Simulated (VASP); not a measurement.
# TiO2 (Fm-3m) in VASP: further runs, part 2 of 2

VASP 6.6.1. The steps go on from the part before.

## 3. Single point, PBE (volume changed by +3%)

File INCAR:

```
ALGO = Normal
EDIFF = 1E-6
ENCUT = 520
GGA = PE
ISIF = 2
ISMEAR = 0
LASPH = T
LCHARG = F
LREAL = F
LWAVE = F
NBANDS = 19
NELM = 100
PREC = Accurate
SIGMA = 0.01
```

File KPOINTS:

```
k-points
0
Gamma
  8 8 8
```

File POSCAR:

```
TiO2
1.0
    0.0000000000      2.4388794586      2.4388794586
    2.4388794586      0.0000000000      2.4388794586
    2.4388794586      2.4388794586      0.0000000000
Ti O
1 2
Direct
    0.0000000000      0.0000000000      0.0000000000
    0.2500000000      0.2500000000      0.2500000000
    0.7500000000      0.7500000000      0.7500000000
```

Potentials or basis: VASP PAW PBE potentials, release 64 (Ti_sv, O).

Started as:

```bash
cat potpaw_PBE.64/Ti_sv/POTCAR potpaw_PBE.64/O/POTCAR > POTCAR
mpirun -np 1 vasp_std > vasp.out
```

OUTCAR:

```text
EDIFF = 1E-6
   ENCUT = 520
   GGA = PE
   ISIF = 2
   ISMEAR = 0
   LASPH = T
   LREAL = F
   NELM = 100
   PREC = Accurate

 ion  position               nearest neighbor table
   1  0.000  0.000  0.000-   3 2.11   3 2.11   3 2.11   2 2.11   2 2.11   2 2.11   3 2.11   2 2.11

   2  0.250  0.250  0.250-   1 2.11   1 2.11   1 2.11   1 2.11
   3  0.750  0.750  0.750-   1 2.11   1 2.11   1 2.11   1 2.11

  LATTYP: Found a face centered cubic cell.
 ALAT       =     4.8777589172

  Lattice vectors:

 A1 = (   0.0000000000,   2.4388794586,   2.4388794586)
 A2 = (   2.4388794586,   0.0000000000,   2.4388794586)
 A3 = (   2.4388794586,   2.4388794586,   0.0000000000)

Analysis of symmetry for initial positions (statically):
=====================================================================
 Subroutine PRICEL returns:
 Original cell was already a primitive cell.

 Routine SETGRP: Setting up the symmetry group for a
 face centered cubic supercell.

 Subroutine GETGRP returns: Found 48 space group operations
 (whereof 48 operations were pure point group operations)
 out of a pool of 48 trial point group operations.

The static configuration has the point symmetry O_h .

Analysis of symmetry for dynamics (positions and initial velocities):
=====================================================================
 Subroutine PRICEL returns:
 Original cell was already a primitive cell.

 Routine SETGRP: Setting up the symmetry group for a
 face centered cubic supercell.

 Subroutine GETGRP returns: Found 48 space group operations
 (whereof 48 operations were pure point group operations)
 out of a pool of 48 trial point group operations.

The dynamic configuration has the point symmetry O_h .

 Subroutine INISYM returns: Found 48 space group operations
 (whereof 48 operations are pure point group operations),
 and found     1 'primitive' translations

----------------------------------------------------------------------------------------
[... 109 lines left out ...]
   EFERMI =   0.00;   METHOD = LEGACY
   ISMEAR =     0;   SIGMA  =   0.01  broadening in eV -4-tet -1-fermi 0-gaus
   EFERMI_NEDOS =   21; number of points for ismear=-14 and -15
   IALGO  =     38    algorithm
   IMIX   =      4    mixing-type and parameters
     AMIX     =   0.40;   BMIX     =  1.00
     AMIX_MAG =   1.60;   BMIX_MAG =  1.00
  volume/ion in A,a.u.               =       9.67        65.26
  Fermi-wavevector in a.u.,A,eV,Ry     =   1.536780  2.904092 32.132763  2.361691
  Thomas-Fermi vector in A             =   2.643381
   LORBIT       =      0    0 simple, 1 ext, 2 COOP (PROOUT), +10 PAW based schemes
   GGA     = PE    functional components
   LHFCALC =     F    Hartree Fock is set to
   AEXX    =    0.0000 exact exchange contribution
   IVDW    =     0    specifies the selected vdW correction
   LEPSILON=     F    determine dielectric tensor
   LRPA    =     F    only Hartree local field effects (RPA)
 non-spin polarized calculation
 Gauss-broadening in eV      SIGMA  =   0.01
  energy-cutoff  :      520.00
  volume of cell :       29.01
 maximum number of plane-waves:       817
 NGX is ok and might be reduce to    28
   NGX = 13   NGY = 13   NGZ = 13

 number of electron      24.0000001 magnetization

 Free energy of the ion-electron system (eV)
  ---------------------------------------------------
  ext. energy  EPLUGINS =         0.00000000
  ---------------------------------------------------
  free energy    TOTEN  =       -26.01982345 eV

  energy without entropy =      -26.01982345  energy(sigma->0) =      -26.01982345

 E-fermi :   6.9125     XC(G=0): -11.9536

 val. band max:        6.7368788324   @ k =   0.5000   0.5000   0.0000
 cond. band min:       7.8174704788   @ k =   0.0000   0.0000   0.0000
 fundamental gap:      1.0805916464
 Fermi energy:         6.9125004482

 k-point     1 :       0.0000    0.0000    0.0000
  band No.  band energies     occupation
      1     -51.1292      2.00000
      2     -27.2129      2.00000
      3     -27.2129      2.00000
      4     -27.2129      2.00000
      5     -12.6138      2.00000
      6      -9.0961      2.00000
[... 505 lines left out ...]
      6     -10.5997      2.00000
[... 11 lines left out ...]
     18      17.5049      0.00000
     19      21.0895      0.00000

 [... further k-points ...]
[... 5 lines left out ...]
  --------------------------------------------------------------------------------------
  -------------------------------------------------------------------------------------
  Total       -1.1166853     -1.1166853     -1.1166853      0.0000000      0.0000000      0.0000000
  in kB      -61.6652339    -61.6652339    -61.6652339      0.0000000      0.0000000      0.0000000
  external PRESSURE =     -61.6652339 kB  Pullay stress =       0.0000000 kB

 VOLUME and BASIS-vectors are now :
 -----------------------------------------------------------------------------
  energy-cutoff  :      520.00
  volume of cell :       29.01
      direct lattice vectors                 reciprocal lattice vectors
     0.000000000  2.438879459  2.438879459    -0.205012182  0.205012182  0.205012182
     2.438879459  0.000000000  2.438879459     0.205012182 -0.205012182  0.205012182
     2.438879459  2.438879459  0.000000000     0.205012182  0.205012182 -0.205012182

 POSITION                                       TOTAL-FORCE (eV/Angst)
 -----------------------------------------------------------------------------------
      0.00000      0.00000      0.00000         0.000000     -0.000000     -0.000000
      1.21944      1.21944      1.21944        -0.000000      0.000000      0.000000
      3.65832      3.65832      3.65832         0.000000      0.000000     -0.000000
 -----------------------------------------------------------------------------------
    total drift:                                0.000000      0.000000      0.000000

  FREE ENERGIE OF THE ION-ELECTRON SYSTEM (eV)
  ---------------------------------------------------
  free  energy   TOTEN  =       -26.0198234484 eV

  energy  without entropy=      -26.0198234484  energy(sigma->0) =      -26.01982345
```

OSZICAR:

```text
N       E                     dE             d eps       ncg     rms          rms(c)
DAV:   1     0.250459782086E+03    0.25046E+03   -0.12886E+04  1102   0.150E+03
DAV:   2    -0.148603425604E+02   -0.26532E+03   -0.25068E+03  1243   0.412E+02
DAV:   3    -0.351582701065E+02   -0.20298E+02   -0.20081E+02  1247   0.119E+02
[... 10 lines left out ...]
DAV:  14    -0.260199150727E+02    0.76268E-04   -0.20016E-04  1257   0.131E-01    0.101E-01
DAV:  15    -0.260198283578E+02    0.86715E-04   -0.34134E-04  1192   0.121E-01    0.163E-02
DAV:  16    -0.260198361551E+02   -0.77973E-05   -0.15318E-05  1201   0.345E-02    0.278E-02
DAV:  17    -0.260198243685E+02    0.11787E-04   -0.30659E-05  1228   0.530E-02    0.908E-03
DAV:  18    -0.260198233617E+02    0.10069E-05   -0.48110E-06  1038   0.167E-02    0.192E-03
DAV:  19    -0.260198234484E+02   -0.86758E-07   -0.29768E-07   614   0.467E-03
   1 F= -.26019823E+02 E0= -.26019823E+02  d E =-.371568-138
```

stdout:

```text
POSCAR found type information on POSCAR TiO
 POSCAR found :  2 types and       3 ions
 scaLAPACK will be used
 LDA part: xc-table for (Slater+PW92), standard interpolation
 POSCAR, INCAR and KPOINTS ok, starting setup
 FFT: planning ... GRIDC
 FFT: planning ... GRID_SOFT
 FFT: planning ... GRID
 WAVECAR not read
 entering main loop
```

It took 30 s on 1 thread of Intel Xeon Platinum 8488C (Sapphire Rapids), shared host; peak memory 0.16 GiB.

Results:

```yaml
Free_energy: -26.0198 eV
Pressure: -6.2 GPa
Band_gap_on_the_k_mesh: 1.08 eV, indirect (least direct gap 1.72 eV)
```

Levels at points of the mesh, in eV from the valence-band top:
```csv
k point,band 9,band 10,band 11,band 12,band 13,band 14,band 15,band 16
"(0.00, 0.00, 0.00)",-5.67,-0.83,-0.83,-0.83,1.08,1.08,5.00,5.00
"(0.50, 0.00, 0.00)",-3.22,-3.17,-2.42,-2.42,1.39,1.39,2.60,4.63
"(0.50, 0.50, 0.00)",-4.41,-1.99,-1.99,0.00,1.72,1.73,2.61,3.89
```

Caveat: the cell differs from its parent crystal (volume changed by +3%). A k mesh can miss the band edges.

## 4. Single point, PBE (volume changed by +6%)

File INCAR:

```
PREC = Accurate ; ENCUT = 520
EDIFF = 1E-7 ; ISMEAR = 0
SIGMA = 0.01 ; LREAL = F
LASPH = T ; NELM = 60
ALGO = Normal ; ISIF = 2
LWAVE = F ; LCHARG = F
GGA = PE ; NBANDS = 19
```

File KPOINTS:

```
regular mesh
0
Gamma
  8 8 8
```

File POSCAR:

```
TiO2
1.0
    0.0000000000      2.4623316613      2.4623316613
    2.4623316613      0.0000000000      2.4623316613
    2.4623316613      2.4623316613      0.0000000000
Ti O
1 2
Direct
    0.0000000000      0.0000000000      0.0000000000
    0.2500000000      0.2500000000      0.2500000000
    0.7500000000      0.7500000000      0.7500000000
```

Potentials or basis: VASP PAW PBE potentials, release 64 (Ti_sv, O).

Started as:

```bash
cat potpaw_PBE.64/Ti_sv/POTCAR potpaw_PBE.64/O/POTCAR > POTCAR
mpirun -np 1 vasp_std > vasp.out
```

OUTCAR:

```text
PREC = Accurate
   ENCUT = 520
   EDIFF = 1E-7
   ISMEAR = 0
   LREAL = F
   LASPH = T
   NELM = 60
   ISIF = 2
   GGA = PE

 ion  position               nearest neighbor table
   1  0.000  0.000  0.000-   3 2.13   3 2.13   3 2.13   2 2.13   2 2.13   2 2.13   3 2.13   2 2.13

   2  0.250  0.250  0.250-   1 2.13   1 2.13   1 2.13   1 2.13
   3  0.750  0.750  0.750-   1 2.13   1 2.13   1 2.13   1 2.13

  LATTYP: Found a face centered cubic cell.
 ALAT       =     4.9246633226

  Lattice vectors:

 A1 = (   0.0000000000,   2.4623316613,   2.4623316613)
 A2 = (   2.4623316613,   0.0000000000,   2.4623316613)
 A3 = (   2.4623316613,   2.4623316613,   0.0000000000)

Analysis of symmetry for initial positions (statically):
=====================================================================
 Subroutine PRICEL returns:
 Original cell was already a primitive cell.

 Routine SETGRP: Setting up the symmetry group for a
 face centered cubic supercell.

 Subroutine GETGRP returns: Found 48 space group operations
 (whereof 48 operations were pure point group operations)
[... 164 lines left out ...]

  energy without entropy =      -25.97265376  energy(sigma->0) =      -25.97265376

 E-fermi :   6.4679     XC(G=0): -11.7963

 val. band max:        6.3857917711   @ k =   0.5000   0.5000   0.0000
 cond. band min:       7.4393340829   @ k =   0.0000   0.0000   0.0000
 fundamental gap:      1.0535423119
 Fermi energy:         6.4679363660

 k-point     1 :       0.0000    0.0000    0.0000
  band No.  band energies     occupation
      1     -51.5392      2.00000
      2     -27.6211      2.00000
      3     -27.6211      2.00000
      4     -27.6211      2.00000
      5     -12.7659      2.00000
      6      -9.4174      2.00000
[... 505 lines left out ...]
      6     -10.8550      2.00000
[... 11 lines left out ...]
     18      17.0405      0.00000
     19      20.3164      0.00000

 [... further k-points ...]

------------------------ aborting loop because EDIFF is reached ----------------------------------------

  FORCE on cell =-STRESS in cart. coord.  units (eV):
  Direction    XX          YY          ZZ          XY          YZ          ZX
  --------------------------------------------------------------------------------------
  -------------------------------------------------------------------------------------
  Total       -2.2544169     -2.2544169     -2.2544169     -0.0000000      0.0000000      0.0000000
  in kB     -120.9693000   -120.9693000   -120.9693000     -0.0000000      0.0000000      0.0000000
  external PRESSURE =    -120.9693000 kB  Pullay stress =       0.0000000 kB

 VOLUME and BASIS-vectors are now :
 -----------------------------------------------------------------------------
  energy-cutoff  :      520.00
  volume of cell :       29.86
      direct lattice vectors                 reciprocal lattice vectors
     0.000000000  2.462331661  2.462331661    -0.203059567  0.203059567  0.203059567
     2.462331661  0.000000000  2.462331661     0.203059567 -0.203059567  0.203059567
     2.462331661  2.462331661  0.000000000     0.203059567  0.203059567 -0.203059567

 POSITION                                       TOTAL-FORCE (eV/Angst)
 -----------------------------------------------------------------------------------
      0.00000      0.00000      0.00000         0.000000      0.000000      0.000000
      1.23117      1.23117      1.23117        -0.000000     -0.000000     -0.000000
      3.69350      3.69350      3.69350         0.000000      0.000000      0.000000
 -----------------------------------------------------------------------------------
    total drift:                                0.000000     -0.000000      0.000000

  FREE ENERGIE OF THE ION-ELECTRON SYSTEM (eV)
  ---------------------------------------------------
  free  energy   TOTEN  =       -25.9726537597 eV

  energy  without entropy=      -25.9726537597  energy(sigma->0) =      -25.97265376
```

stdout:

```text
POSCAR found type information on POSCAR TiO
 POSCAR found :  2 types and       3 ions
 scaLAPACK will be used
 LDA part: xc-table for (Slater+PW92), standard interpolation
 POSCAR, INCAR and KPOINTS ok, starting setup
 FFT: planning ... GRIDC
 FFT: planning ... GRID_SOFT
 FFT: planning ... GRID
 WAVECAR not read
 entering main loop
```

Wall time 36 s (1 thread of Intel Xeon Platinum 8488C (Sapphire Rapids), shared host); peak memory 0.16 GiB.

What came out:

| Property | Result |
| --- | --- |
| Free energy | -25.9727 eV |
| Pressure | -12.1 GPa |
| Band gap on the k mesh | 1.05 eV, indirect (least direct gap 1.65 eV) |

Levels at points of the mesh, in eV from the valence-band top:
```tsv
k point	band 8	band 9	band 10	band 11	band 12	band 13	band 14	band 15	band 16	band 17
(0.00, 0.00, 0.00)	-5.48	-5.48	-0.81	-0.81	-0.81	1.05	1.05	4.81	4.81	4.81
(0.50, 0.00, 0.00)	-4.47	-3.13	-3.11	-2.36	-2.36	1.35	1.35	2.47	4.45	4.45
(0.50, 0.50, 0.00)	-4.29	-4.29	-1.93	-1.93	0.00	1.65	1.67	2.47	3.75	3.75
```

Caveat: the cell differs from its parent crystal (volume changed by +6%).

## 5. Single point, r2SCAN (volume changed by -6%)

File POSCAR:

```
TiO2
1.0
    0.0000000000      2.3478986848      2.3478986848
    2.3478986848      0.0000000000      2.3478986848
    2.3478986848      2.3478986848      0.0000000000
Ti O
1 2
Direct
    0.0000000000      0.0000000000      0.0000000000
    0.2500000000      0.2500000000      0.2500000000
    0.7500000000      0.7500000000      0.7500000000
```

File INCAR.step1:

```
PREC = Accurate ; ENCUT = 520
ISMEAR = 0 ; SIGMA = 0.01
LREAL = F ; LASPH = T
NELM = 60 ; NBANDS = 19
GGA = PE ; ALGO = Normal
EDIFF = 1E-4 ; LWAVE = T
LCHARG = F
```

File INCAR.step2:

```
PREC = Accurate ; ENCUT = 520
EDIFF = 1E-6 ; ISMEAR = 0
SIGMA = 0.01 ; LREAL = F
LASPH = T ; NELM = 60
ALGO = Normal ; ISIF = 2
LWAVE = F ; LCHARG = F
METAGGA = R2SCAN ; LMIXTAU = T
NBANDS = 19 ; ISTART = 1
```

KPOINTS is that of step 4.

Started as:

```bash
cat potpaw_PBE.64/Ti_sv/POTCAR potpaw_PBE.64/O/POTCAR > POTCAR
cp INCAR.step1 INCAR
mpirun -np 1 vasp_std > vasp.out
cp INCAR.step2 INCAR
mpirun -np 1 vasp_std > vasp.out
```

Wall time 89 s (1 thread of Intel Xeon Platinum 8488C (Sapphire Rapids), shared host); peak memory 0.17 GiB.

It converged, with:

```yaml
Free_energy: -33.9843 eV
Pressure: 21.4 GPa
Band_gap_on_the_k_mesh: 1.61 eV, indirect (least direct gap 2.39 eV)
```

Levels at points of the mesh, in eV from the valence-band top:
| k point | band 8 | band 9 | band 10 | band 11 | band 12 | band 13 | band 14 | band 15 | band 16 | band 17 |
| --- | --- | --- | --- | --- | --- | --- | --- | --- | --- | --- |
| (0.00, 0.00, 0.00) | -6.65 | -6.65 | -0.97 | -0.97 | -0.97 | 1.61 | 1.61 | 6.22 | 6.22 | 6.22 |
| (0.50, 0.00, 0.00) | -5.44 | -3.69 | -3.48 | -2.77 | -2.77 | 1.97 | 1.97 | 3.51 | 5.78 | 5.78 |
| (0.50, 0.50, 0.00) | -5.04 | -5.04 | -2.30 | -2.30 | 0.00 | 2.39 | 2.42 | 3.57 | 4.85 | 4.85 |

Caveat: the cell differs from its parent crystal (volume changed by -6%); the PAW data sets were made with another functional, which shifts forces and pressure a little.

## 6. Single point, PBE

This run uses another cell than the first one, of 9.18 Å³/atom, 1.008 times its volume.

File INCAR:

```
PREC = Accurate
ENCUT = 520
EDIFF = 1E-6
ISMEAR = 0
SIGMA = 0.01
LREAL = False
LASPH = True
NELM = 100
ALGO = Normal
ISIF = 2
LWAVE = False
LCHARG = True
GGA = PE
LELF = True
LVHAR = True
NBANDS = 19
```

File KPOINTS:

```
Automatic mesh
0
Gamma
  10 10 10
```

File POSCAR:

```
TiO2
1.0
    0.0000000000      2.3968272558      2.3968272558
    2.3968272558      0.0000000000      2.3968272558
    2.3968272558      2.3968272558      0.0000000000
Ti O
1 2
Direct
    0.0000000000      0.0000000000      0.0000000000
    0.2500000000      0.2500000000      0.2500000000
    0.7500000000      0.7500000000      0.7500000000
```

Potentials or basis: VASP PAW PBE potentials, release 64 (Ti_sv, O).

Started as:

```bash
cat potpaw_PBE.64/Ti_sv/POTCAR potpaw_PBE.64/O/POTCAR > POTCAR
mpirun -np 1 vasp_std > vasp.out
```

OUTCAR:

```text
PREC = Accurate
   ENCUT = 520
   EDIFF = 1E-6
   ISMEAR = 0
   LREAL = False
   LASPH = True
   NELM = 100
   ISIF = 2
   GGA = PE

 ion  position               nearest neighbor table
   1  0.000  0.000  0.000-   3 2.08   3 2.08   3 2.08   2 2.08   3 2.08   2 2.08   2 2.08   2 2.08

   2  0.250  0.250  0.250-   1 2.08   1 2.08   1 2.08   1 2.08
   3  0.750  0.750  0.750-   1 2.08   1 2.08   1 2.08   1 2.08

  LATTYP: Found a face centered cubic cell.
 ALAT       =     4.7936545116

  Lattice vectors:

[... 701 lines left out ...]
      6      -9.8176      2.00000
[... 11 lines left out ...]
     18      17.9851      0.00000
     19      21.6483      0.00000

 [... further k-points ...]
[... 5 lines left out ...]
  --------------------------------------------------------------------------------------
  -------------------------------------------------------------------------------------
  Total        1.1621271      1.1621271      1.1621271      0.0000000      0.0000000     -0.0000000
  in kB       67.6120380     67.6120380     67.6120380      0.0000000      0.0000000     -0.0000000
  external PRESSURE =      67.6120380 kB  Pullay stress =       0.0000000 kB

 VOLUME and BASIS-vectors are now :
 -----------------------------------------------------------------------------
  energy-cutoff  :      520.00
  volume of cell :       27.54
      direct lattice vectors                 reciprocal lattice vectors
     0.000000000  2.396827256  2.396827256    -0.208609110  0.208609110  0.208609110
     2.396827256  0.000000000  2.396827256     0.208609110 -0.208609110  0.208609110
     2.396827256  2.396827256  0.000000000     0.208609110  0.208609110 -0.208609110

 POSITION                                       TOTAL-FORCE (eV/Angst)
 -----------------------------------------------------------------------------------
      0.00000      0.00000      0.00000        -0.000000     -0.000000     -0.000000
      1.19841      1.19841      1.19841         0.000000      0.000000     -0.000000
      3.59524      3.59524      3.59524        -0.000000     -0.000000      0.000000
 -----------------------------------------------------------------------------------
    total drift:                                0.000000      0.000000      0.000000

  FREE ENERGIE OF THE ION-ELECTRON SYSTEM (eV)
  ---------------------------------------------------
  free  energy   TOTEN  =       -26.0171617328 eV

  energy  without entropy=      -26.0171617328  energy(sigma->0) =      -26.01716173
```

Wall time 49 s (1 thread of Intel Xeon Platinum 8488C (Sapphire Rapids), shared host); peak memory 0.17 GiB.

Results:

- Free energy: -26.0172 eV
- Pressure: 6.8 GPa
- Band gap on the k mesh: 1.13 eV, indirect (least direct gap 1.84 eV)

Levels at points of the mesh, in eV from the valence-band top:
| k point | band 10 | band 11 | band 12 | band 13 | band 14 | band 15 |
| --- | --- | --- | --- | --- | --- | --- |
| (0.00, 0.00, 0.00) | -0.87 | -0.87 | -0.87 | 1.13 | 1.13 | 5.38 |
| (0.50, 0.00, 0.00) | -3.28 | -2.54 | -2.54 | 1.48 | 1.48 | 2.87 |
| (0.50, 0.50, 0.00) | -2.10 | -2.10 | 0.00 | 1.84 | 1.84 | 2.89 |

A k mesh can miss the band edges. A hybrid or GW would open this gap; PBE tends to underestimate it.

## 7. Overview

```tsv
level	cell	k mesh	gap on the mesh (eV)	pressure (GPa)
PBE	a = 3.381 Å, angles 60.0°, 3 atoms	8 × 8 × 8	1.13	9.0
PBE	a = 3.449 Å, angles 60.0°, 3 atoms	8 × 8 × 8	1.08	-6.2
PBE	a = 3.482 Å, angles 60.0°, 3 atoms	8 × 8 × 8	1.05	-12.1
r2SCAN	a = 3.320 Å, angles 60.0°, 3 atoms	8 × 8 × 8	1.61	21.4
PBE	a = 3.390 Å, angles 60.0°, 3 atoms	10 × 10 × 10	1.13	6.8
```

Alike in all rows: task single point; potentials or basis VASP PAW PBE potentials, release 64 (Ti_sv, O); no spin polarisation; cutoff (eV) 520; smearing gaussian 0.01 eV.

Caveats: the PAW data sets were made with another functional, which shifts forces and pressure a little (some runs).

Total energies depend on the potentials used, so only differences within one code and one set of settings carry meaning.
